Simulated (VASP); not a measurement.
Input of a VASP 6.6.1 run:

The input INCAR:

```
ALGO     = Normal         # electronic algorithm
EDIFF    = 1E-7           # SCF threshold, eV
ENCUT    = 520            # plane-wave cutoff, eV
GGA      = PS             # functional
ISIF     = 2              # what is computed and relaxed
ISMEAR   = -1             # smearing method
LASPH    = T              # aspherical terms in the spheres
LCHARG   = F              # write CHGCAR
LREAL    = F              # projectors in reciprocal space
LWAVE    = F              # write WAVECAR
NBANDS   = 16             # bands
NELM     = 60             # most SCF steps
PREC     = Accurate       # precision mode
SIGMA    = 0.08           # smearing width, eV
```

File KPOINTS:

```
k-points
0
Gamma
  15 15 8
```

The input POSCAR:

```
SiC
1.0
    3.0759982064     -0.0461399731     -0.0461399731
   -1.5779574920      2.6869625754     -0.0168884023
   -0.0757200000     -0.0757200000      5.0480000000
Si C
2 2
Direct
    0.3333333333      0.6666666667      0.0000000000
    0.6666666667      0.3333333333      0.5000000000
    0.3333333333      0.6666666667      0.3850000000
    0.6666666667      0.3333333333      0.8850000000
```

Potentials or basis: VASP PAW PBE potentials, release 64 (Si, C).

The run is started by

```sh
$ cat potpaw_PBE.64/Si/POTCAR potpaw_PBE.64/C/POTCAR > POTCAR
$ mpirun -np 1 vasp_std > vasp.out
```

Problem. Predict the band gap on the k mesh.

Solution. 2.09 eV (least direct gap 3.83 eV).

Problem. Estimate the pressure.

Solution. 0.9 GPa.

Problem. Estimate the largest force.

Solution. 1.015 eV/Å.

Stress tensor (GPa, compression positive):
```
 2.66  7.31  4.96
 7.31  2.66  4.94
 4.96  4.94 -2.50
```

Caveat: the cell differs from its parent crystal (equal xy, yz and zx shear strains of -3 %); the PAW data sets were made with another functional, which shifts forces and pressure a little; an odd mesh through Γ misses points on the zone boundary, where band edges can lie.
